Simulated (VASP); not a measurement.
# SiNi2 (P6_3/mmc) in VASP: a series of runs

The runs below take SiNi2 through single point, with PBE.

Everything below comes from runs of VASP 6.6.1. Logs are shortened: lines on timing, memory, paths and dates and some standing lists are left out, and cuts for length are marked.

## 1. The cell of the first run

Symmetry: P6_3/mmc, No. 194, hexagonal system. The conventional cell has a = 3.755 Å, b = 3.755 Å, c = 5.173 Å, α = 90.00°, β = 90.00°, γ = 120.00°. Si (site symmetry -6m2) has 11 Ni at 2.17 to 2.59 Å within 2.9 Å. Ni (site symmetry -3m) has 6 Si at 2.52 Å and 8 Ni at 2.52 to 2.59 Å within 3.3 Å. Ni (site symmetry -6m2) has 5 Si at 2.17 to 2.59 Å and 6 Ni at 2.52 Å within 2.9 Å.

## 2. Single point, PBE (biaxial strain in the a-b plane: -4.0 %, then relaxed in part)

INCAR

```
  PREC = Accurate
  ENCUT = 520
  EDIFF = 1E-6
  ISMEAR = 0
  SIGMA = 0.1
  LREAL = False
  LASPH = True
  NELM = 100
  ALGO = Fast
  ISIF = 2
  LWAVE = False
  LCHARG = False
  GGA = PE
  NBANDS = 33
```

KPOINTS

```
regular mesh
0
Gamma
  12 12 8
```

POSCAR

```
SiNi2
1.0
    3.7554492501      0.0000000000      0.0000000000
   -1.8777246250      3.2523144532      0.0000000000
    0.0000000000      0.0000000000      5.1728527806
Si Ni
2 4
Direct
    0.3333333333      0.6666666667      0.7500000000
    0.6666666667      0.3333333333      0.2500000000
    0.0000000000      0.0000000000      0.0000000000
    0.0000000000      0.0000000000      0.5000000000
    0.3333333333      0.6666666667      0.2500000000
    0.6666666667      0.3333333333      0.7500000000
```

Potentials or basis: VASP PAW PBE potentials, release 64 (Si, Ni).

On the command line:

```
$ cat potpaw_PBE.64/Si/POTCAR potpaw_PBE.64/Ni/POTCAR > POTCAR
$ mpirun -np 1 vasp_std > vasp.out
```

OUTCAR:

```text
PREC = Accurate
   ENCUT = 520
   EDIFF = 1E-6
   ISMEAR = 0
   LREAL = False
   LASPH = True
   NELM = 100
   ISIF = 2
   GGA = PE

 ion  position               nearest neighbor table
   1  0.333  0.667  0.750-   6 2.17   6 2.17   6 2.17   3 2.52   4 2.52   4 2.52   3 2.52   4 2.52
                             3 2.52   5 2.59   5 2.59
   2  0.667  0.333  0.250-   5 2.17   5 2.17   5 2.17   3 2.52   4 2.52   3 2.52   4 2.52   3 2.52
                             4 2.52   6 2.59   6 2.59
   3  0.000  0.000  0.000-   1 2.52   2 2.52   5 2.52   6 2.52   1 2.52   5 2.52   2 2.52   6 2.52
                             2 2.52   6 2.52   1 2.52   5 2.52   4 2.59   4 2.59
   4  0.000  0.000  0.500-   1 2.52   2 2.52   5 2.52   6 2.52   1 2.52   5 2.52   2 2.52   6 2.52
                             2 2.52   6 2.52   1 2.52   5 2.52   3 2.59   3 2.59
   5  0.333  0.667  0.250-   2 2.17   2 2.17   2 2.17   4 2.52   3 2.52   4 2.52   3 2.52   4 2.52
                             3 2.52   1 2.59   1 2.59
   6  0.667  0.333  0.750-   1 2.17   1 2.17   1 2.17   4 2.52   3 2.52   3 2.52   4 2.52   3 2.52
                             4 2.52   2 2.59   2 2.59

  LATTYP: Found a hexagonal cell.
 ALAT       =     3.7554492501
 C/A-ratio  =     1.3774258247

  Lattice vectors:

 A1 = (   3.7554492501,   0.0000000000,   0.0000000000)
 A2 = (  -1.8777246250,   3.2523144532,   0.0000000000)
 A3 = (   0.0000000000,   0.0000000000,   5.1728527806)

Analysis of symmetry for initial positions (statically):
=====================================================================
 Subroutine PRICEL returns:
 Original cell was already a primitive cell.

 Routine SETGRP: Setting up the symmetry group for a
 hexagonal supercell.

 Subroutine GETGRP returns: Found 24 space group operations
 (whereof 12 operations were pure point group operations)
 out of a pool of 24 trial point group operations.

The static configuration has the point symmetry D_3d.
 The point group associated with its full space group is D_6h.

Analysis of symmetry for dynamics (positions and initial velocities):
=====================================================================
 Subroutine PRICEL returns:
 Original cell was already a primitive cell.

 Routine SETGRP: Setting up the symmetry group for a
 hexagonal supercell.

 Subroutine GETGRP returns: Found 24 space group operations
 (whereof 12 operations were pure point group operations)
 out of a pool of 24 trial point group operations.

The dynamic configuration has the point symmetry D_3d.
 The point group associated with its full space group is D_6h.

 Subroutine INISYM returns: Found 24 space group operations
[... 111 lines left out ...]
   ISIF   =      2    stress and relaxation
   ISYM   =      2    0-nonsym 1-usesym 2-fastsym
   POTIM  = 0.5000    time-step for ionic-motion
   TEBEG  =    0.0;   TEEND  =   0.0 temperature during run
   PSTRESS=    0.0 pullay stress
   NELECT =      48.0000    total number of electrons
   NUPDOWN=      -1.0000    fix difference up-down
   EMIN   =  10.00;   EMAX   =-10.00  energy-range for DOS
   EFERMI =   0.00;   METHOD = LEGACY
   ISMEAR =     0;   SIGMA  =   0.10  broadening in eV -4-tet -1-fermi 0-gaus
   EFERMI_NEDOS =   21; number of points for ismear=-14 and -15
   IALGO  =     68    algorithm
   IMIX   =      4    mixing-type and parameters
     AMIX     =   0.40;   BMIX     =  1.00
     AMIX_MAG =   1.60;   BMIX_MAG =  1.00
  volume/ion in A,a.u.               =      10.53        71.06
  Fermi-wavevector in a.u.,A,eV,Ry     =   1.493804  2.822881 30.360741  2.231452
  Thomas-Fermi vector in A             =   2.606158
   LORBIT       =      0    0 simple, 1 ext, 2 COOP (PROOUT), +10 PAW based schemes
   GGA     = PE    functional components
   LHFCALC =     F    Hartree Fock is set to
   AEXX    =    0.0000 exact exchange contribution
   IVDW    =     0    specifies the selected vdW correction
   LEPSILON=     F    determine dielectric tensor
   LRPA    =     F    only Hartree local field effects (RPA)
 non-spin polarized calculation
 RMM-DIIS sequential band-by-band and
 Gauss-broadening in eV      SIGMA  =   0.10
  energy-cutoff  :      520.00
  volume of cell :       63.18
 maximum number of plane-waves:      1720
 NGX is ok and might be reduce to    28
   NGX = 13   NGY = 13   NGZ = 19

 number of electron      48.0000009 magnetization

 Free energy of the ion-electron system (eV)
  ---------------------------------------------------
  ext. energy  EPLUGINS =         0.00000000
  ---------------------------------------------------
  free energy    TOTEN  =       -35.43736614 eV

  energy without entropy =      -35.42101394  energy(sigma->0) =      -35.42919004

 E-fermi :  11.6218     XC(G=0): -13.1201

 val. band max:       11.6068821817   @ k =   0.2500   0.2500   0.1250
 cond. band min:      11.6224959979   @ k =   0.1667   0.1667   0.3750
 fundamental gap:      0.0156138162
 Fermi energy:        11.6217555210

 k-point     1 :       0.0000    0.0000    0.0000
  band No.  band energies     occupation
      1      -1.1867      2.00000
      2       2.8344      2.00000
      3       4.7572      2.00000
      4       6.3652      2.00000
      5       6.3652      2.00000
      6       7.4580      2.00000
[... 853 lines left out ...]
     32      18.7193      0.00000
     33      20.9384      0.00000

 [... further k-points ...]

------------------------ aborting loop because EDIFF is reached ----------------------------------------

  FORCE on cell =-STRESS in cart. coord.  units (eV):
  Direction    XX          YY          ZZ          XY          YZ          ZX
  --------------------------------------------------------------------------------------
  -------------------------------------------------------------------------------------
  Total        8.4190706      8.4190706      0.1369706      0.0000000      0.0000000     -0.0000000
  in kB      213.4962202    213.4962202      3.4733890      0.0000000      0.0000000     -0.0000000
  external PRESSURE =     143.4886098 kB  Pullay stress =       0.0000000 kB

 VOLUME and BASIS-vectors are now :
 -----------------------------------------------------------------------------
  energy-cutoff  :      520.00
  volume of cell :       63.18
      direct lattice vectors                 reciprocal lattice vectors
     3.755449250  0.000000000  0.000000000     0.266279727  0.153736672  0.000000000
    -1.877724625  3.252314453  0.000000000     0.000000000  0.307473344  0.000000000
     0.000000000  0.000000000  5.172852781     0.000000000  0.000000000  0.193316926

 POSITION                                       TOTAL-FORCE (eV/Angst)
 -----------------------------------------------------------------------------------
     -0.00000      2.16821      3.87964         0.000000      0.000000      0.000000
      1.87772      1.08410      1.29321        -0.000000      0.000000      0.000000
      0.00000      0.00000      0.00000         0.000000      0.000000     -0.000000
      0.00000      0.00000      2.58643         0.000000      0.000000     -0.000000
     -0.00000      2.16821      1.29321         0.000000      0.000000     -0.000000
      1.87772      1.08410      3.87964         0.000000      0.000000     -0.000000
 -----------------------------------------------------------------------------------
    total drift:                               -0.000000      0.000000      0.000000

  FREE ENERGIE OF THE ION-ELECTRON SYSTEM (eV)
  ---------------------------------------------------
  free  energy   TOTEN  =       -35.4373661369 eV

  energy  without entropy=      -35.4210139418  energy(sigma->0) =      -35.42919004
```

OSZICAR:

```text
N       E                     dE             d eps       ncg     rms          rms(c)
DAV:   1     0.321424107580E+03    0.32142E+03   -0.20754E+04  6318   0.189E+03
DAV:   2    -0.168255343597E+02   -0.33825E+03   -0.31983E+03  6278   0.370E+02
DAV:   3    -0.400787188965E+02   -0.23253E+02   -0.22051E+02  7002   0.123E+02
DAV:   4    -0.406770437178E+02   -0.59832E+00   -0.59536E+00  7476   0.180E+01
DAV:   5    -0.406981531360E+02   -0.21109E-01   -0.21102E-01  7919   0.315E+00    0.247E+01
RMM:   6    -0.419030893186E+02   -0.12049E+01   -0.67528E+01  6830   0.816E+01    0.245E+01
RMM:   7    -0.356856328500E+02    0.62175E+01   -0.19025E+01  6320   0.461E+01    0.759E+00
RMM:   8    -0.364687131075E+02   -0.78308E+00   -0.25695E+00  6518   0.148E+01    0.113E+01
RMM:   9    -0.354418145265E+02    0.10269E+01   -0.12103E+00  6517   0.114E+01    0.123E+00
RMM:  10    -0.354378666715E+02    0.39479E-02   -0.77144E-02  6866   0.187E+00    0.649E-01
RMM:  11    -0.354364433518E+02    0.14233E-02   -0.28073E-02  7566   0.137E+00    0.330E-01
RMM:  12    -0.354372627863E+02   -0.81943E-03   -0.87367E-03  7879   0.510E-01    0.282E-01
RMM:  13    -0.354375240433E+02   -0.26126E-03   -0.19449E-03  8980   0.234E-01    0.144E-01
RMM:  14    -0.354373604878E+02    0.16356E-03   -0.56576E-04  6850   0.215E-01    0.662E-02
RMM:  15    -0.354373650866E+02   -0.45988E-05   -0.72932E-05  7351   0.798E-02    0.405E-02
RMM:  16    -0.354373654849E+02   -0.39828E-06   -0.26089E-05  8551   0.283E-02    0.263E-02
RMM:  17    -0.354373661369E+02   -0.65200E-06   -0.32012E-06  4999   0.107E-02
   1 F= -.35437366E+02 E0= -.35429190E+02  d E =-.163522E-01
```

It took 1.9 min on 1 thread of Intel Xeon 6975P-C (Granite Rapids), shared host; peak memory 0.27 GiB.

What came out:

| Item | Value |
| --- | --- |
| Free energy | -35.4374 eV |
| Pressure | 14.3 GPa |
| Band gap on the k mesh | zero (bands 24 and 25 overlap by 4.02 eV) |

Stress tensor (GPa, compression positive):
```
21.35  0.00  0.00
 0.00 21.35  0.00
 0.00  0.00  0.35
```

Caveat: the cell differs from its parent crystal (biaxial strain in the a-b plane: -4.0 %, then relaxed in part); the cell stands under pressure. Spin polarisation is off, so any magnetic state and its effect on volume and gap are missing.

(Part 1 of 2 ends here.)
